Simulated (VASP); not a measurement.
# Cu (P6/mmm) in VASP: single point with PBEsol+D4

Aim: the single point of Cu with PBEsol+D4.

Everything below comes from runs of VASP 6.6.1. Logs are shortened: lines on timing, memory, paths and dates and some standing lists are left out, and cuts for length are marked.

### Step 1. The cell of the first run

The structure is hexagonal, space group P6/mmm (No. 191). Conventional cell: a = 4.013 Å, b = 4.013 Å, c = 6.353 Å, α = 90.00°, β = 90.00°, γ = 120.00°. Within 5.3 Å of Cu (site symmetry 6/mmm) lie 6 Cu at 4.01 Å.

### Step 2. Single point, PBEsol+D4

INCAR reads:

```
PREC     = Accurate       # precision mode
ENCUT    = 600            # plane-wave cutoff, eV
EDIFF    = 1E-6           # SCF threshold, eV
ISMEAR   = -1             # smearing method
SIGMA    = 0.1            # smearing width, eV
LREAL    = False          # projectors in reciprocal space
LASPH    = True           # aspherical terms in the spheres
NELM     = 120            # most SCF steps
ALGO     = Normal         # electronic algorithm
ISIF     = 2              # what is computed and relaxed
LWAVE    = False          # write WAVECAR
LCHARG   = True           # write CHGCAR
GGA      = PS             # functional
IVDW     = 13             # dispersion correction
LELF     = True           # ELF
LVHAR    = True         
NBANDS   = 12             # bands
GGA_COMPAT= False
```

KPOINTS reads:

```
Automatic mesh
0
Gamma
  6 6 4
```

POSCAR reads:

```
Cu
1.0
    4.0127960000      0.0000000000      0.0000000000
   -2.0063980000      3.4751830000      0.0000000000
    0.0000000000      0.0000000000      6.3533740000
Cu
1
Direct
    0.6666666667      0.3333333333      0.1885140000
```

Potentials or basis: VASP PAW PBE potentials, release 64 (Cu).

Command:

```sh
$ cat potpaw_PBE.64/Cu/POTCAR > POTCAR
$ mpirun -np 1 vasp_std > vasp.out
```

OUTCAR:

```text
PREC = Accurate
   ENCUT = 600
   EDIFF = 1E-6
   ISMEAR = -1
   LREAL = False
   LASPH = True
   NELM = 120
   ISIF = 2
   GGA = PS
   IVDW = 13

 ion  position               nearest neighbor table
   1  0.667  0.333  0.189-

  LATTYP: Found a hexagonal cell.
 ALAT       =     4.0127960000
 C/A-ratio  =     1.5832785918

  Lattice vectors:

 A1 = (   4.0127960000,   0.0000000000,   0.0000000000)
 A2 = (  -2.0063980000,   3.4751830000,   0.0000000000)
 A3 = (   0.0000000000,   0.0000000000,   6.3533740000)

Analysis of symmetry for initial positions (statically):
=====================================================================
 Subroutine PRICEL returns:
 Original cell was already a primitive cell.

 Routine SETGRP: Setting up the symmetry group for a
 hexagonal supercell.

 Subroutine GETGRP returns: Found 24 space group operations
 (whereof  6 operations were pure point group operations)
 out of a pool of 24 trial point group operations.

The static configuration has the point symmetry C_3v.
 The point group associated with its full space group is D_6h.

Analysis of symmetry for dynamics (positions and initial velocities):
=====================================================================
 Subroutine PRICEL returns:
 Original cell was already a primitive cell.

 Routine SETGRP: Setting up the symmetry group for a
 hexagonal supercell.

 Subroutine GETGRP returns: Found 24 space group operations
 (whereof  6 operations were pure point group operations)
 out of a pool of 24 trial point group operations.

The dynamic configuration has the point symmetry C_3v.
 The point group associated with its full space group is D_6h.

 Subroutine INISYM returns: Found 24 space group operations
 (whereof  6 operations are pure point group operations),
 and found     1 'primitive' translations

----------------------------------------------------------------------------------------

                                     Primitive cell

  volume of cell :      88.5991

  direct lattice vectors                    reciprocal lattice vectors
     4.012796000  0.000000000  0.000000000     0.249202800  0.143877315  0.000000000
    -2.006398000  3.475183000  0.000000000     0.000000000  0.287754630  0.000000000
     0.000000000  0.000000000  6.353374000     0.000000000  0.000000000  0.157396684

  length of vectors
     4.012796000  4.012795761  6.353374000     0.287754613  0.287754630  0.157396684

  position of ions in fractional coordinates (direct lattice)
     0.666666667  0.333333333  0.188514000

  ion indices of the primitive-cell ions
   primitive index   ion index
                 1           1

----------------------------------------------------------------------------------------

 KPOINTS: Automatic mesh

Automatic generation of k-mesh.
 Grid dimensions read from file:
 generate k-points for:    6    6    4

 Generating k-lattice:

  Cartesian coordinates                     Fractional coordinates (reciprocal lattice)
     0.041533800  0.023979553  0.000000000     0.166666667  0.000000000  0.000000000
     0.000000000  0.047959105  0.000000000     0.000000000  0.166666667  0.000000000
     0.000000000  0.000000000  0.039349171     0.000000000  0.000000000  0.250000000

  Length of vectors
     0.047959102  0.047959105  0.039349171

  Shift w.r.t. Gamma in fractional coordinates (k-lattice)
     0.000000000  0.000000000  0.000000000

 Subroutine IBZKPT returns following result:
 ===========================================

 Found     21 irreducible k-points:

 Following reciprocal coordinates:
            Coordinates               Weight
  0.000000  0.000000  0.000000      1.000000
  0.166667  0.000000  0.000000      6.000000
  0.333333 -0.000000  0.000000      6.000000
  0.500000  0.000000  0.000000      3.000000
  0.166667  0.166667  0.000000      6.000000
  0.333333  0.166667  0.000000     12.000000
[... 13 lines left out ...]
  0.333333  0.166667  0.500000     12.000000
  0.333333  0.333333  0.500000      2.000000
   k-points           NKPTS =     21   k-points in BZ     NKDIM =     21   number of bands    NBANDS=     12
   number of dos      NEDOS =    301   number of ions     NIONS =      1
   total plane-waves  NPLWV =  55296
   dimension x,y,z NGX =    32 NGY =   32 NGZ =   54
   dimension x,y,z NGXF=    64 NGYF=   64 NGZF=  108
   ions per type =               1
   NGX,Y,Z   is equivalent  to a cutoff of  13.26, 13.26, 14.13 a.u.
   NGXF,Y,Z  is equivalent  to a cutoff of  26.51, 26.51, 28.26 a.u.
 SYSTEM =  unknown system
   PREC   = accura    normal or accurate (medium, high low for compatibility)
   ISTART =      0    job   : 0-new  1-cont  2-samecut
   ICHARG =      2    charge: 1-file 2-atom 10-const
   ISPIN  =      1    spin polarized calculation?
   LNONCOLLINEAR =      F non collinear calculations
   LSORBIT =      F    spin-orbit coupling
   LASPH  =      T    aspherical Exc in radial PAW
   ENCUT  =  600.0 eV  44.10 Ry    6.64 a.u.   8.01  8.01 12.69*2*pi/ulx,y,z
   NELM   =    120;   NELMIN=  2; NELMDL= -5     # of ELM steps
   EDIFF  = 0.1E-05   stopping-criterion for ELM
   LREAL  =      F    real-space projection
[... 7 lines left out ...]
   TEBEG  =    0.0;   TEEND  =   0.0 temperature during run
   PSTRESS=    0.0 pullay stress
   NELECT =      11.0000    total number of electrons
   NUPDOWN=      -1.0000    fix difference up-down
   EMIN   =  10.00;   EMAX   =-10.00  energy-range for DOS
   EFERMI =   0.00;   METHOD = LEGACY
   ISMEAR =    -1;   SIGMA  =   0.10  broadening in eV -4-tet -1-fermi 0-gaus
   EFERMI_NEDOS =   21; number of points for ismear=-14 and -15
   IALGO  =     38    algorithm
   IMIX   =      4    mixing-type and parameters
     AMIX     =   0.40;   BMIX     =  1.00
     AMIX_MAG =   1.60;   BMIX_MAG =  1.00
  volume/ion in A,a.u.               =      88.60       597.90
  Fermi-wavevector in a.u.,A,eV,Ry     =   0.816700  1.543340  9.075075  0.666999
  Thomas-Fermi vector in A             =   1.927016
   LORBIT       =      0    0 simple, 1 ext, 2 COOP (PROOUT), +10 PAW based schemes
   GGA     = PS    functional components
   LHFCALC =     F    Hartree Fock is set to
   AEXX    =    0.0000 exact exchange contribution
   IVDW    =    13    specifies the selected vdW correction
   LEPSILON=     F    determine dielectric tensor
   LRPA    =     F    only Hartree local field effects (RPA)
 non-spin polarized calculation
  energy-cutoff  :      600.00
  volume of cell :       88.60
 maximum number of plane-waves:      2970
   NGX = 17   NGY = 17   NGZ = 25

 number of electron      10.9999995 magnetization

 Free energy of the ion-electron system (eV)
  ---------------------------------------------------
  ext. energy  EPLUGINS =         0.00000000
  ---------------------------------------------------
  free energy    TOTEN  =        -0.91207127 eV

  energy without entropy =       -0.88946407  energy(sigma->0) =       -0.90076767

 E-fermi :  -3.1245     XC(G=0):  -4.3239

 val. band max:       -3.2725959348   @ k =   0.3333  -0.0000   0.5000
 cond. band min:      -2.5155853730   @ k =   0.3333   0.1667   0.0000
 fundamental gap:      0.7570105618
 Fermi energy:        -3.1245082353

 k-point     1 :       0.0000    0.0000    0.0000
  band No.  band energies     occupation
      1      -4.7944      2.00000
      2      -3.8925      1.99908
      3      -3.8925      1.99908
      4      -3.8260      1.99820
      5      -3.7728      1.99695
      6      -3.7728      1.99695
      7       0.3544      0.00000
      8       2.0847      0.00000
      9       6.2514      0.00000
     10       6.2514      0.00000
     11       8.8830      0.00000
     12       9.8282      0.00000

 k-point     2 :       0.1667    0.0000    0.0000
  band No.  band energies     occupation
      1      -4.4682      2.00000
      2      -3.9020      1.99916
      3      -3.8588      1.99871
      4      -3.8089      1.99787
      5      -3.8034      1.99775
      6      -3.7781      1.99710
      7       0.7099      0.00000
      8       2.4023      0.00000
      9       3.9846      0.00000
     10       5.5177      0.00000
     11       7.7814      0.00000
     12       9.2000      0.00000

 k-point     3 :       0.3333   -0.0000    0.0000
  band No.  band energies     occupation
      1      -4.0315      1.99977
      2      -3.8584      1.99870
      3      -3.8095      1.99788
      4      -3.7889      1.99740
      5      -3.7887      1.99739
      6      -3.3569      1.82169
      7       1.0789      0.00000
      8       1.6854      0.00000
      9       3.4328      0.00000
     10       4.5909      0.00000
     11       6.4971      0.00000
     12       6.6938      0.00000
[... 241 lines left out ...]
 k-point    20 :       0.3333    0.1667    0.5000
  band No.  band energies     occupation
      1      -3.9658      1.99956
      2      -3.8727      1.99887
      3      -3.8153      1.99800
      4      -3.8100      1.99789
      5      -3.7796      1.99715
      6      -2.4381      0.00209
      7       0.2586      0.00000
      8       1.5494      0.00000
      9       2.5730      0.00000
     10       4.1045      0.00000
     11       6.2042      0.00000
     12       7.9595      0.00000

 k-point    21 :       0.3333    0.3333    0.5000
  band No.  band energies     occupation
      1      -3.8730      1.99888
      2      -3.8730      1.99888
      3      -3.8488      1.99857
      4      -3.8488      1.99857
      5      -3.7853      1.99730
      6      -1.8100      0.00000
      7       0.6052      0.00000
      8       0.6052      0.00000
      9       2.3344      0.00000
     10       4.3061      0.00000
     11       4.3061      0.00000
     12       8.6289      0.00000

------------------------ aborting loop because EDIFF is reached ----------------------------------------

  DFT-D4 for vdW energy calculation

  Edisp (eV):   -0.08300

  FORCE on cell =-STRESS in cart. coord.  units (eV):
  Direction    XX          YY          ZZ          XY          YZ          ZX
  --------------------------------------------------------------------------------------
  -------------------------------------------------------------------------------------
  Total      -2.03100    -2.03100    -0.13493    -0.00000    -0.00000     0.00000
  in kB     -36.72757   -36.72757    -2.43994    -0.00000    -0.00000     0.00000
  external pressure =      -25.30 kB  Pullay stress =        0.00 kB

 VOLUME and BASIS-vectors are now :
 -----------------------------------------------------------------------------
  energy-cutoff  :      600.00
  volume of cell :       88.60
      direct lattice vectors                 reciprocal lattice vectors
     4.012796000  0.000000000  0.000000000     0.249202800  0.143877315  0.000000000
    -2.006398000  3.475183000  0.000000000     0.000000000  0.287754630  0.000000000
     0.000000000  0.000000000  6.353374000     0.000000000  0.000000000  0.157396684

 POSITION                                       TOTAL-FORCE (eV/Angst)
 -----------------------------------------------------------------------------------
      2.00640      1.15839      1.19770         0.000000      0.000000      0.000000
 -----------------------------------------------------------------------------------
    total drift:                               -0.000000      0.000000      0.000125

  FREE ENERGIE OF THE ION-ELECTRON SYSTEM (eV)
  ---------------------------------------------------
  free  energy   TOTEN  =        -0.9950735888 eV

  energy  without entropy=       -0.9724663977  energy(sigma->0) =       -0.98376999
```

Run time: 31 s. Hardware: 1 thread of Intel Xeon Platinum 8488C (Sapphire Rapids), shared host; peak memory 0.22 GiB.

What came out:

```yaml
Free_energy: -0.9951 eV
Pressure: -2.5 GPa
Dispersion_energy_per_atom: -0.083 eV
```

Stress tensor (GPa, compression positive):
```
-3.67  0.00  0.00
 0.00 -3.67  0.00
 0.00  0.00 -0.24
```

Levels at points of the mesh, in eV from the Fermi level:
```
           k point  band 4  band 5  band 6  band 7  band 8  band 9
(0.00, 0.00, 0.00)   -0.70   -0.65   -0.65    3.48    5.21    9.38
(0.50, 0.00, 0.00)   -0.67   -0.63    0.85    2.44    5.72    7.36
(0.00, 0.00, 0.50)   -0.67   -0.65   -0.65    2.39    8.43    9.38
(0.50, 0.00, 0.50)   -0.66   -0.63    0.93    2.56    4.87    6.44
```

Caveat: the PAW data sets were made with another functional, which shifts forces and pressure a little; pairwise dispersion overbinds metals, which lowers pressure and volume.
